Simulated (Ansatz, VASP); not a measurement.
## HfB: VASP beside Ansatz

INCAR

```
SYSTEM = HfB
  PREC = Accurate
  ENCUT = 520
  EDIFF = 1E-6
  ISMEAR = -1
  SIGMA = 0.05
  LREAL = .FALSE.
  LASPH = .TRUE.
  NELM = 80
  ALGO = Normal
  ISIF = 2
  LWAVE = .FALSE.
  LCHARG = .FALSE.
  NBANDS = 14
```

The input KPOINTS:

```
Automatic mesh
0
G
  15 15 15
  0 0 0
```

The input POSCAR:

```
HfB
1.0
    0.0000000000      2.2638000000      2.3100000000
    2.2638000000      0.0000000000      2.3100000000
    2.2638000000      2.2638000000      0.0000000000
Hf B
1 1
Direct
    0.5000000000      0.5000000000      0.5000000000
    0.0000000000      0.0000000000      0.0000000000
```

Input for Ansatz:

```yaml
crystal:
  lattice:
    - [0.0, 2.2638, 2.31]
    - [2.2638, 0.0, 2.31]
    - [2.2638, 2.2638, 0.0]
  atoms:
    - { symbol: Hf, position: [0.5, 0.5, 0.5] }
    - { symbol: B, position: [0.0, 0.0, 0.0] }
kpoints:
  mp_grid: { grid: [15, 15, 15] }
  band_path:
    path:
      - [0.0, 0.0, 0.0]
      - [0.0, 0.5, 0.5]
      - [0.25, 0.75, 0.5]
      - [0.0, 0.5, 0.0]
      - [0.0, 0.0, 0.0]
      - [0.5, 0.5, 0.0]
      - [0.37005, 0.62995, 0.0]
      - [-0.37005, 0.37005, 0.0]
      - [0.0, 0.0, 0.0]
    npoints: 5
scf:
  occupations: { method: fermi_dirac, width: 0.05 }
hamiltonian:
  xc: lda
  pseudopotentials: { kind: all_electron, lapw: { basis_error: 0.00025 } }
output:
  forces: true
  stress: true
  eigenvalues: true
```

Change from the starting cell: equal xx and yy strain of -2 %.

Alike in both runs: task single point; functional LDA; k mesh 15 × 15 × 15; occupations fermi-dirac, width 0.05 eV; no spin polarisation.

```csv
,VASP,Ansatz
version,VASP 6.6.1,Ansatz 0.2.0
potentials or method,"VASP PAW LDA potentials, release 64 (Hf_pv, B), cutoff 520 eV","all-electron LAPW, scalar-relativistic"
```

|  | VASP | Ansatz | Ansatz less VASP |
| --- | --- | --- | --- |
| pressure (GPa) | 31.7 | 29.5 | -2.16 |
| traceless stress, the component that is largest in VASP (GPa) | -7.45 | -7.29 | +0.157 |

LDA's correlation is that of Perdew and Zunger in VASP and of Perdew and Wang (1992) in Ansatz. Both programs put the cell under a high pressure, so it lies far from rest at this level. Ansatz ran all-electron here, and VASP with PAW potentials.

Neither program's run includes spin-orbit coupling.
